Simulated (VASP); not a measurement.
**Pt3Cl: single point with PBE**

Crystal: Pt3Cl.

```
CELL_PARAMETERS angstrom
6.68950 0.00000 0.00000
-3.34475 5.79328 0.00000
0.00000 0.00000 3.62732
ATOMIC_POSITIONS crystal
Pt 0.83303 0.66606 0.25000
Pt 0.16697 0.83303 0.75000
Pt 0.33394 0.16697 0.25000
Pt 0.16697 0.33394 0.75000
Pt 0.83303 0.16697 0.25000
Pt 0.66606 0.83303 0.75000
Cl 0.33333 0.66667 0.25000
Cl 0.66667 0.33333 0.75000
```

```yaml
Program: VASP 6.6.1
Task: single point
Functional: PBE
Potentials_or_basis: VASP PAW PBE potentials, release 64 (Pt, Cl)
Cutoff: 520 eV
k_mesh: 6 × 6 × 10
Occupations: gaussian, width 0.1 eV
Spin: no spin polarisation
Dipole_correction: no
Further_INCAR_settings: ALGO = Normal; EDIFF = 1e-06; NBANDS = 47
```

- Pressure: -0.2 GPa
- Largest force: 0.016 eV/Å
- Band gap on the k mesh: zero (bands 37 and 38 overlap by 0.85 eV)

Forces in eV/Å, atoms in the order of the input:
```
Pt   0.000  0.016  0.000
Pt  -0.014  0.008  0.000
Pt  -0.014 -0.008  0.000
Pt   0.000 -0.016  0.000
Pt   0.014 -0.008  0.000
Pt   0.014  0.008  0.000
Cl   0.000  0.000  0.000
Cl   0.000  0.000  0.000
```

Stress tensor (GPa, compression positive):
```
-0.20  0.00  0.00
 0.00 -0.20  0.00
 0.00  0.00 -0.30
```

Levels at points of the mesh, in eV from the Fermi level:
```
           k point  band 33  band 34  band 35  band 36  band 37  band 38  band 39  band 40  band 41  band 42
(0.00, 0.00, 0.00)    -0.86    -0.86    -0.56    -0.56    -0.42     0.74     0.74     1.08     1.08     2.72
(0.50, 0.00, 0.00)    -0.77    -0.63    -0.62    -0.53     0.03     0.29     0.54     0.60     0.98     1.34
(0.00, 0.00, 0.50)    -0.62    -0.62    -0.57    -0.57    -0.57    -0.57     1.03     1.03     3.32     3.32
(0.50, 0.00, 0.50)    -0.79    -0.79    -0.35    -0.35     0.14     0.14     0.56     0.56     2.14     2.14
```

Wall time 7.2 min on 1 thread of Oxide Virtual Turin-like Processor, with other jobs on the host, peak memory 0.33 GiB.

Caveat: spin-orbit coupling is left out, which moves the levels of the heavy elements.
